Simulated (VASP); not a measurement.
Set up this calculation in VASP 6.6.1, as the native input.

```
Task                   : single point
Functional             : revPBE
Potentials or basis    : VASP PAW PBE potentials, release 64 (As)
Cutoff                 : 520 eV
k mesh                 : 21 × 21 × 21
Occupations            : fermi-dirac, width 0.1 eV
Spin                   : no spin polarisation
Dipole correction      : no
Further INCAR settings : ALGO = Normal; EDIFF = 1e-06; NBANDS = 8
```

The structure of As lies in POSCAR:

```
As
1.0
   -1.6902259716      1.6902259716      1.6902259716
    1.6902259716     -1.6902259716      1.6902259716
    1.6902259716      1.6902259716     -1.6902259716
As
1
Direct
    0.0000000000      0.0000000000      0.0000000000
```

The input as run:

INCAR

```
SYSTEM = As
  PREC = Accurate
  ENCUT = 520
  EDIFF = 1E-6
  ISMEAR = -1
  SIGMA = 0.1
  LREAL = .FALSE.
  LASPH = .TRUE.
  NELM = 60
  ALGO = Normal
  ISIF = 2
  LWAVE = .FALSE.
  LCHARG = .FALSE.
  GGA = RE
  NBANDS = 8
```

KPOINTS

```
regular mesh
0
G
  21 21 21
  0 0 0
```

Potentials or basis: VASP PAW PBE potentials, release 64 (As).

Run with:

```bash
$ cat potpaw_PBE.64/As/POTCAR > POTCAR
$ mpirun -np 1 vasp_std > vasp.out
```

Results of the run:

The pressure is 0.0 GPa.

Caveat: the PAW data sets were made with another functional, which shifts forces and pressure a little.

It used 18 s of CPU time on 1 thread of Intel Xeon 6975P-C (shared host).
